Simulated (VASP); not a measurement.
# Sr (Fm-3m) in VASP: a series of runs

The runs below take Sr through single point, relaxation of volume and atoms at fixed shape, with LDA.

Everything below comes from runs of VASP 6.6.1. Logs are shortened: lines on timing, memory, paths and dates and some standing lists are left out, and cuts for length are marked.

**1. The cell of the first run**

Symmetry: Fm-3m, No. 225, cubic system. The conventional cell has a = 5.799 Å, b = 5.799 Å, c = 5.799 Å, α = 90.00°, β = 90.00°, γ = 90.00°. Within 5.4 Å of Sr (site symmetry m-3m) lie 12 Sr at 4.10 Å.

**2. Single point, LDA**

INCAR reads:

```
ALGO = Normal
EDIFF = 1E-6
ENCUT = 520
GGA = CA
ISIF = 2
ISMEAR = -1
LASPH = T
LCHARG = F
LREAL = F
LWAVE = F
NBANDS = 11
NELM = 80
PREC = Accurate
SIGMA = 0.05
```

KPOINTS reads:

```
k-points
0
Gamma
  13 13 13
```

POSCAR reads:

```
Sr
1.0
    0.0000000000      2.8994655778      2.8994655778
    2.8994655778      0.0000000000      2.8994655778
    2.8994655778      2.8994655778      0.0000000000
Sr
1
Direct
    0.0000000000      0.0000000000      0.0000000000
```

Potentials or basis: VASP PAW LDA potentials, release 64 (Sr_sv).

The run is started by

```
> cat potpaw_LDA.64/Sr_sv/POTCAR > POTCAR
> mpirun -np 1 vasp_std > vasp.out
```

OUTCAR:

```text
EDIFF = 1E-6
   ENCUT = 520
   GGA = CA
   ISIF = 2
   ISMEAR = -1
   LASPH = T
   LREAL = F
   NELM = 80
   PREC = Accurate

 ion  position               nearest neighbor table
   1  0.000  0.000  0.000-

  LATTYP: Found a face centered cubic cell.
 ALAT       =     5.7989311556

  Lattice vectors:

 A1 = (   0.0000000000,   2.8994655778,   2.8994655778)
 A2 = (   2.8994655778,   0.0000000000,   2.8994655778)
 A3 = (   2.8994655778,   2.8994655778,   0.0000000000)

Analysis of symmetry for initial positions (statically):
=====================================================================
 Subroutine PRICEL returns:
 Original cell was already a primitive cell.

 Routine SETGRP: Setting up the symmetry group for a
 face centered cubic supercell.

 Subroutine GETGRP returns: Found 48 space group operations
 (whereof 48 operations were pure point group operations)
 out of a pool of 48 trial point group operations.

The static configuration has the point symmetry O_h .

Analysis of symmetry for dynamics (positions and initial velocities):
=====================================================================
 Subroutine PRICEL returns:
 Original cell was already a primitive cell.

 Routine SETGRP: Setting up the symmetry group for a
 face centered cubic supercell.

 Subroutine GETGRP returns: Found 48 space group operations
 (whereof 48 operations were pure point group operations)
 out of a pool of 48 trial point group operations.

The dynamic configuration has the point symmetry O_h .

 Subroutine INISYM returns: Found 48 space group operations
 (whereof 48 operations are pure point group operations),
 and found     1 'primitive' translations

----------------------------------------------------------------------------------------

                                     Primitive cell

  volume of cell :      48.7510

  direct lattice vectors                    reciprocal lattice vectors
     0.000000000  2.899465578  2.899465578    -0.172445572  0.172445572  0.172445572
     2.899465578  0.000000000  2.899465578     0.172445572 -0.172445572  0.172445572
     2.899465578  2.899465578  0.000000000     0.172445572  0.172445572 -0.172445572

  length of vectors
     4.100463544  4.100463544  4.100463544     0.298684492  0.298684492  0.298684492

  position of ions in fractional coordinates (direct lattice)
     0.000000000  0.000000000  0.000000000

  ion indices of the primitive-cell ions
   primitive index   ion index
                 1           1

[... 73 lines left out ...]
   EDIFFG = 0.1E-04   stopping-criterion for IOM
   NSW    =      0    number of steps for IOM
   IBRION =     -1    ionic relax: 0-MD 1-quasi-New 2-CG
   NFREE  =      0    steps in history (QN), initial steepest desc. (CG)
   ISIF   =      2    stress and relaxation
   ISYM   =      2    0-nonsym 1-usesym 2-fastsym
   POTIM  = 0.5000    time-step for ionic-motion
   TEBEG  =    0.0;   TEEND  =   0.0 temperature during run
   PSTRESS=    0.0 pullay stress
   NELECT =      10.0000    total number of electrons
   NUPDOWN=      -1.0000    fix difference up-down
   EMIN   =  10.00;   EMAX   =-10.00  energy-range for DOS
   EFERMI =   0.00;   METHOD = LEGACY
   ISMEAR =    -1;   SIGMA  =   0.05  broadening in eV -4-tet -1-fermi 0-gaus
   EFERMI_NEDOS =   21; number of points for ismear=-14 and -15
   IALGO  =     38    algorithm
   IMIX   =      4    mixing-type and parameters
     AMIX     =   0.40;   BMIX     =  1.00
     AMIX_MAG =   1.60;   BMIX_MAG =  1.00
  volume/ion in A,a.u.               =      48.75       328.99
  Fermi-wavevector in a.u.,A,eV,Ry     =   0.965488  1.824508 12.682903  0.932167
  Thomas-Fermi vector in A             =   2.095209
   LORBIT       =      0    0 simple, 1 ext, 2 COOP (PROOUT), +10 PAW based schemes
   GGA     = CA    functional components
   LHFCALC =     F    Hartree Fock is set to
   AEXX    =    0.0000 exact exchange contribution
   IVDW    =     0    specifies the selected vdW correction
   LEPSILON=     F    determine dielectric tensor
   LRPA    =     F    only Hartree local field effects (RPA)
 non-spin polarized calculation
  energy-cutoff  :      520.00
  volume of cell :       48.75
 maximum number of plane-waves:      1363
   NGX = 15   NGY = 15   NGZ = 15

 number of electron      10.0000000 magnetization

 Free energy of the ion-electron system (eV)
  ---------------------------------------------------
  ext. energy  EPLUGINS =         0.00000000
  ---------------------------------------------------
  free energy    TOTEN  =        -1.90153428 eV

  energy without entropy =       -1.89302123  energy(sigma->0) =       -1.89727776

 E-fermi :   1.8758     XC(G=0):  -7.9436

 val. band max:        1.8746284293   @ k =  -0.3846   0.3077   0.0000
 cond. band min:       1.9157364890   @ k =  -0.3846   0.3077   0.0769
 fundamental gap:      0.0411080597
 Fermi energy:         1.8758361464

 k-point     1 :       0.0000    0.0000    0.0000
  band No.  band energies     occupation
      1     -34.3849      2.00000
      2     -16.3386      2.00000
      3     -16.3386      2.00000
      4     -16.3386      2.00000
      5      -1.9934      2.00000
      6       4.2150      0.00000
      7       4.2150      0.00000
      8       4.2150      0.00000
      9       5.8753      0.00000
     10       5.8753      0.00000
     11       9.3915      0.00000
[... 309 lines left out ...]
 k-point    24 :       0.4615    0.1538    0.0000
  band No.  band energies     occupation
      1     -34.3588      2.00000
      2     -16.6069      2.00000
      3     -16.4132      2.00000
      4     -16.3955      2.00000
      5       0.6314      2.00000
      6       2.2518      0.00108
      7       3.5697      0.00000
      8       4.4567      0.00000
      9       6.5432      0.00000
     10       7.1235      0.00000
     11       8.0797      0.00000

 [... further k-points ...]
[... 5 lines left out ...]
  --------------------------------------------------------------------------------------
  -------------------------------------------------------------------------------------
  Total       -0.0144442     -0.0144442     -0.0144442     -0.0000000     -0.0000000     -0.0000000
  in kB       -0.4747019     -0.4747019     -0.4747019     -0.0000000     -0.0000000     -0.0000000
  external PRESSURE =      -0.4747019 kB  Pullay stress =       0.0000000 kB

 VOLUME and BASIS-vectors are now :
 -----------------------------------------------------------------------------
  energy-cutoff  :      520.00
  volume of cell :       48.75
      direct lattice vectors                 reciprocal lattice vectors
     0.000000000  2.899465578  2.899465578    -0.172445572  0.172445572  0.172445572
     2.899465578  0.000000000  2.899465578     0.172445572 -0.172445572  0.172445572
     2.899465578  2.899465578  0.000000000     0.172445572  0.172445572 -0.172445572

 POSITION                                       TOTAL-FORCE (eV/Angst)
 -----------------------------------------------------------------------------------
      0.00000      0.00000      0.00000         0.000000     -0.000000     -0.000000
 -----------------------------------------------------------------------------------
    total drift:                               -0.000000     -0.000000     -0.000000

  FREE ENERGIE OF THE ION-ELECTRON SYSTEM (eV)
  ---------------------------------------------------
  free  energy   TOTEN  =        -1.9015342849 eV

  energy  without entropy=       -1.8930212323  energy(sigma->0) =       -1.89727776
```

OSZICAR:

```text
N       E                     dE             d eps       ncg     rms          rms(c)
DAV:   1     0.369453346675E+02    0.36945E+02   -0.49577E+03  1856   0.808E+02
DAV:   2    -0.182286581751E+00   -0.37128E+02   -0.36454E+02  2137   0.158E+02
DAV:   3    -0.184201687457E+01   -0.16597E+01   -0.16405E+01  2724   0.244E+01
DAV:   4    -0.190826478323E+01   -0.66248E-01   -0.66084E-01  2383   0.431E+00
DAV:   5    -0.190932610107E+01   -0.10613E-02   -0.10613E-02  2611   0.451E-01    0.120E+01
DAV:   6    -0.190462184032E+01    0.47043E-02   -0.56035E-03  2233   0.888E-01    0.684E+00
DAV:   7    -0.190157294285E+01    0.30489E-02   -0.10404E-02  2601   0.112E+00    0.248E-01
DAV:   8    -0.190151687452E+01    0.56068E-04   -0.60874E-04  2568   0.145E-01    0.573E-02
DAV:   9    -0.190153344250E+01   -0.16568E-04   -0.50672E-05  2694   0.414E-02    0.218E-02
DAV:  10    -0.190153428491E+01   -0.84242E-06   -0.45314E-06  2425   0.178E-02
   1 F= -.19015343E+01 E0= -.18972778E+01  d E =-.851305E-02
```

Wall time 25 s (1 thread of Oxide Virtual Turin-like, shared host); peak memory 0.14 GiB.

Results:

| Property | Result |
| --- | --- |
| Free energy | -1.9015 eV |
| Pressure | 0.0 GPa |

**3. Relaxation of volume and atoms at fixed shape, LDA**

This run uses another cell than the first one, of 56.32 Å³/atom, 1.155 times its volume.

INCAR reads:

```
SYSTEM = Sr
PREC = Accurate ; ENCUT = 600
EDIFF = 1E-6 ; ISMEAR = -1
SIGMA = 0.05 ; LREAL = .FALSE.
LASPH = .TRUE. ; NELM = 60
ALGO = Normal ; ISIF = 8
LWAVE = .FALSE. ; LCHARG = .FALSE.
IBRION = 2 ; NSW = 80
EDIFFG = -0.01
```

KPOINTS reads:

```
regular mesh
0
G
  13 13 13
  0 0 0
```

POSCAR reads:

```
Sr
1.0
    0.0000000000      3.0423500000      3.0423500000
    3.0423500000      0.0000000000      3.0423500000
    3.0423500000      3.0423500000      0.0000000000
Sr
1
Direct
    0.0000000000      0.0000000000      0.0000000000
```

Potentials or basis: VASP PAW LDA potentials, release 64 (Sr_sv).

The run is started by

```
> cat potpaw_LDA.64/Sr_sv/POTCAR > POTCAR
> mpirun -np 1 vasp_std > vasp.out
```

OUTCAR:

```text
SYSTEM = Sr
   PREC = Accurate
   ENCUT = 600
   EDIFF = 1E-6
   ISMEAR = -1
   LREAL = .FALSE.
   LASPH = .TRUE.
   NELM = 60
   ISIF = 8
   IBRION = 2
   NSW = 80
   EDIFFG = -0.01

 ion  position               nearest neighbor table
   1  0.000  0.000  0.000-

  LATTYP: Found a face centered cubic cell.
 ALAT       =     6.0847000000

  Lattice vectors:

 A1 = (   0.0000000000,   3.0423500000,   3.0423500000)
 A2 = (   3.0423500000,   0.0000000000,   3.0423500000)
 A3 = (   3.0423500000,   3.0423500000,   0.0000000000)

Analysis of symmetry for initial positions (statically):
=====================================================================
 Subroutine PRICEL returns:
 Original cell was already a primitive cell.

[... 281 lines left out ...]

 E-fermi :   1.8957     XC(G=0):  -7.9613

 val. band max:        1.8925224168   @ k =  -0.3846   0.3077   0.0000
 cond. band min:       1.9367977495   @ k =  -0.3846   0.3077   0.0769
 fundamental gap:      0.0442753327
 Fermi energy:         1.8957371984

 k-point     1 :       0.0000    0.0000    0.0000
  band No.  band energies     occupation
      1     -34.3553      2.00000
      2     -16.3075      2.00000
      3     -16.3075      2.00000
      4     -16.3075      2.00000
      5      -1.9808      2.00000
      6       4.2405      0.00000
      7       4.2405      0.00000
      8       4.2405      0.00000
      9       5.9105      0.00000
[... 265 lines left out ...]
 k-point    24 :       0.4615    0.1538    0.0000
  band No.  band energies     occupation
      1     -34.3286      2.00000
      2     -16.5808      2.00000
      3     -16.3835      2.00000
      4     -16.3654      2.00000
      5       0.6520      2.00000
      6       2.2749      0.00102
      7       3.5922      0.00000
      8       4.4838      0.00000
      9       6.5835      0.00000

 [... further k-points ...]
[... 5 lines left out ...]
  --------------------------------------------------------------------------------------
  -------------------------------------------------------------------------------------
  Total        0.0099213      0.0099213      0.0099213     -0.0000000     -0.0000000      0.0000000
  in kB        0.3278150      0.3278150      0.3278150     -0.0000000     -0.0000000      0.0000000
  external PRESSURE =       0.3278150 kB  Pullay stress =       0.0000000 kB
[... 16 lines left out ...]
  FREE ENERGIE OF THE ION-ELECTRON SYSTEM (eV)
  ---------------------------------------------------
  free  energy   TOTEN  =        -1.9017356758 eV

  energy  without entropy=       -1.8933010080  energy(sigma->0) =       -1.89751834

 reached required accuracy - stopping structural energy minimisation
```

OSZICAR:

```text
N       E                     dE             d eps       ncg     rms          rms(c)
DAV:   1     0.411955913381E+02    0.41196E+02   -0.53622E+03  1512   0.109E+03
DAV:   2     0.654114556808E-01   -0.41130E+02   -0.40585E+02  1649   0.179E+02
DAV:   3    -0.179196728258E+01   -0.18574E+01   -0.18451E+01  2242   0.313E+01
[... 33 lines left out ...]
DAV:   3    -0.190157883952E+01    0.96687E-03   -0.32880E-03  2280   0.391E-01    0.139E-01
DAV:   4    -0.190166632554E+01   -0.87486E-04   -0.17283E-04  2635   0.891E-02    0.728E-02
DAV:   5    -0.190173732702E+01   -0.71001E-04   -0.31666E-04  2190   0.105E-01    0.125E-02
DAV:   6    -0.190173631749E+01    0.10095E-05   -0.22477E-06  1458   0.136E-02    0.805E-03
DAV:   7    -0.190173567581E+01    0.64167E-06   -0.30976E-06  1587   0.925E-03
   4 F= -.19017357E+01 E0= -.18975183E+01  d E =-.426141E-01
```

CONTCAR:

```text
Sr
   1.00000000000000
     0.0000000000000000    2.8942726138392905    2.8942726138392905
     2.8942726138392905    0.0000000000000000    2.8942726138392905
     2.8942726138392905    2.8942726138392905    0.0000000000000000
  Sr
     1
Direct
     0.0000000000000000    0.0000000000000000    0.0000000000000000

  0.00000000E+00  0.00000000E+00  0.00000000E+00
```

Run time: 2 min. Hardware: 1 thread of Oxide Virtual Turin-like, shared host; peak memory 0.17 GiB.

Results:

```
Free energy                            : -1.9017 eV
Relaxed volume                         : 48.49 Å³/atom
Relaxed cell                           : a = 4.093 Å, b = 4.093 Å, c = 4.093 Å, α = 60.00°, β = 60.00°, γ = 60.00°
Space group after relaxing (to 0.05 Å) : Fm-3m (No. 225)
Energy gained by relaxing              : 42.6 meV/atom
Ionic steps                            : 4
Pressure after relaxing                : 0.0 GPa
```

Step by step:
| step | energy change (eV) | largest force (eV/Å) | pressure (GPa) | volume (Å³) |
| --- | --- | --- | --- | --- |
| 1 | 0.0000 | 0.0000 | -1.59 | 56.32 |
| 2 | -0.0339 | 0.0000 | -0.82 | 51.89 |
| 3 | -0.0426 | 0.0000 | -0.09 | 48.85 |
| 4 | -0.0426 | 0.0000 | 0.03 | 48.49 |

Final structure:
```
Sr
1.0
     0.00000    2.89427    2.89427
     2.89427    0.00000    2.89427
     2.89427    2.89427    0.00000
Sr
1
Direct
  0.00000 0.00000 0.00000
```

Levels at points of the mesh, in eV from the Fermi level:
```tsv
k point	band 2	band 3	band 4	band 5	band 6	band 7	band 8	band 9
(0.00, 0.00, 0.00)	-18.20	-18.20	-18.20	-3.88	2.34	2.34	2.34	4.01
```

Caveat: the volume moved by -14 % from the deposited cell, more than functionals usually miss.
